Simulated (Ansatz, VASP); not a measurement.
**Fe: VASP beside Ansatz**

Contents of INCAR:

```
  ALGO = Normal
  EDIFF = 1E-6
  ENCUT = 690
  GGA = PE
  GGA_COMPAT = False
  ISIF = 2
  ISMEAR = 0
  ISPIN = 2
  LASPH = True
  LCHARG = True
  LELF = True
  LMAXMIX = 4
  LORBIT = 11
  LREAL = False
  LVHAR = True
  LWAVE = False
  MAGMOM = 3
  NBANDS = 18
  NELM = 200
  PREC = Accurate
  SIGMA = 0.020999999999999998
```

KPOINTS

```
k-points
0
Gamma
  13 13 13
```

The input POSCAR:

```
Fe
1.0
   -1.4430000000      1.4430000000      1.4430000000
    1.4430000000     -1.4430000000      1.4430000000
    1.4430000000      1.4430000000     -1.4430000000
Fe
1
Direct
    0.0000000000      0.0000000000      0.0000000000
```

The input input.yaml:

```yaml
crystal:
  lattice:
    - [-1.443, 1.443, 1.443]
    - [1.443, -1.443, 1.443]
    - [1.443, 1.443, -1.443]
  atoms:
    - { symbol: Fe, position: [0.0, 0.0, 0.0], spin: 3.0 }
hamiltonian:
  xc: pbe
  pseudopotentials: { kind: paw }
magnetization:
  spin_polarized: true
kpoints:
  mp_grid: { grid: [13, 13, 13] }
scf:
  occupations: { method: gaussian, width: 0.021 }
output:
  forces: true
  stress: true
  eigenvalues: true
  write_density: true
  write_potential: true
  elf: true
  volumetric_format: npy
```

Alike in both runs: task single point; functional PBE; k mesh 13 × 13 × 13; occupations gaussian, width 0.021 eV; collinear spin.

|  | VASP | Ansatz |
| --- | --- | --- |
| version | VASP 6.6.1 | Ansatz 0.2.0 |
| potentials or method | VASP PAW PBE potentials, release 64 (Fe_sv) | Ansatz PAW |
| plane-wave cutoff (eV) | 690 | 420 |
| valence electrons in the cell | 16 | 16 |

|  | VASP | Ansatz | Ansatz less VASP |
| --- | --- | --- | --- |
| gap on the k mesh at the Fermi level (eV) | none | none | - |
| pressure (GPa) | -10.9 | -9.6 | +1.37 |
| net moment per atom (μB) | 2.25 | 2.25 | -0.003 |
| size of the moment on the site where the two differ most (μB) | 2.27 | 2.31 | +0.039 |

Site moments also hang on the region over which each program counts them. A gap of «none» marks a metal or a gap that the smearing closes.
